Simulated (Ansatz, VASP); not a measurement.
# Two plane-wave programs on SrIrBr

Contents of INCAR:

```
PREC = Accurate ; ENCUT = 520
EDIFF = 1E-7 ; ISMEAR = 1
SIGMA = 0.03 ; LREAL = F
LASPH = T ; NELM = 80
ALGO = Normal ; ISIF = 2
LWAVE = F ; LCHARG = F
GGA = PE ; NBANDS = 35
```

Contents of KPOINTS:

```
Automatic mesh
0
Gamma
  5 3 3
```

POSCAR

```
SrIrBr
1.0
    4.0009370000     -0.2855840000      0.6087280000
    0.5008050000      5.6584880000     -0.7354730000
   -0.3812260000     -0.3811180000      6.8694950000
Sr Ir Br
2 2 2
Direct
    0.7326730000      0.6293310000      0.3609530000
    0.2722760000      0.1731170000      0.1108200000
    0.6996960000      0.7114970000      0.9232440000
    0.1800400000      0.9042460000      0.6759980000
    0.6244120000      0.1586490000      0.4910880000
    0.0845110000      0.3748830000      0.6795780000
```

Input for Ansatz:

```yaml
crystal:
  lattice:
    - [4.000937, -0.285584, 0.608728]
    - [0.500805, 5.658488, -0.735473]
    - [-0.381226, -0.381118, 6.869495]
  atoms:
    - { symbol: Sr, position: [0.732673, 0.629331, 0.360953] }
    - { symbol: Sr, position: [0.272276, 0.173117, 0.11082] }
    - { symbol: Ir, position: [0.699696, 0.711497, 0.923244] }
    - { symbol: Ir, position: [0.18004, 0.904246, 0.675998] }
    - { symbol: Br, position: [0.624412, 0.158649, 0.491088] }
    - { symbol: Br, position: [0.084511, 0.374883, 0.679578] }
kpoints:
  mp_grid: { grid: [5, 3, 3], shift: [0.0, 0.0, 0.0] }
magnetization:
  spin_polarized: false
scf:
  occupations: { method: cold, width: 0.03 }
  lower_state_search: "off"
  max_iter: 200
hamiltonian:
  pseudopotentials: { kind: paw }
  xc: pbe
basis:
  ecutwfc: 420
  fft_grid_basis: typed
output:
  forces: true
  stress: true
  eigenvalues: true
  populations: true
  elf: true
  write_potential: true
  volumetric_format: npy
  dos:
    e_range: [-12, 8]
    de: 0.05
    projected: { site_lists: { Br: [Br], Ir: [Ir], Sr: [Sr] } }
checkpoint:
  read: saved_state
```

Alike in both runs: task single point; functional PBE; k mesh 5 × 3 × 3; no spin polarisation.

```csv
,VASP,Ansatz
version,VASP 6.6.1,Ansatz 0.2.0
potentials or method,"VASP PAW PBE potentials, release 64 (Sr_sv, Ir, Br), cutoff 520 eV",PAW plane waves
occupations,"methfessel-paxton of order 1, width 0.03 eV","cold, width 0.03 eV"
valence electrons in the cell,52,68
```

|  | VASP | Ansatz | Ansatz less VASP |
| --- | --- | --- | --- |
| rms of the force components (eV/Å) | 1.657 | 1.659 | +0.0019 |

Atom by atom the forces differ by 0.007 eV/Å (rms over components). VASP's potentials hold 52 valence electrons a cell and Ansatz's 68, so a difference there can come from the potentials and not from the codes.

The k mesh is coarse, so the values compare programs but aren't converged. Spin-orbit coupling is off throughout.
